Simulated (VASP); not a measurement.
## Cd: single point with LDA

Crystal: Cd.

```
Cd
1.0
     2.88186    0.00000    0.00000
    -1.44093    2.49577    0.00000
     0.00000    0.00000    5.63837
Cd
2
Direct
  0.33333 0.66667 0.25000
  0.66667 0.33333 0.75000
```

| Property | Result |
| --- | --- |
| Program | VASP 6.6.1 |
| Task | single point |
| Functional | LDA |
| Potentials or basis | VASP PAW LDA potentials, release 64 (Cd) |
| Cutoff | 520 eV |
| k mesh | 13 × 13 × 6 |
| Occupations | methfessel-paxton, width 0.01 eV |
| Spin | no spin polarisation |
| Dipole correction | no |
| Further INCAR settings | ALGO = Normal; EDIFF = 1e-06; NBANDS = 19 |

The pressure is 0.8 GPa. The band gap on the k mesh is zero (bands 12 and 13 overlap by 4.69 eV).

Stress tensor (GPa, compression positive):
```
 2.00  0.00  0.00
 0.00  2.00  0.00
 0.00  0.00 -1.71
```

Levels at points of the mesh, in eV from the Fermi level:
| k point | band 10 | band 11 | band 12 | band 13 | band 14 | band 15 |
| --- | --- | --- | --- | --- | --- | --- |
| (0.00, 0.00, 0.00) | -8.37 | -8.37 | -3.35 | -3.31 | 10.02 | 14.79 |
| (0.00, 0.00, 0.50) | -8.48 | -7.67 | -7.67 | 3.39 | 3.39 | 15.58 |

Run time: 56 s on 1 thread of AMD EPYC 7R13, on a shared host, peak memory 0.15 GiB.
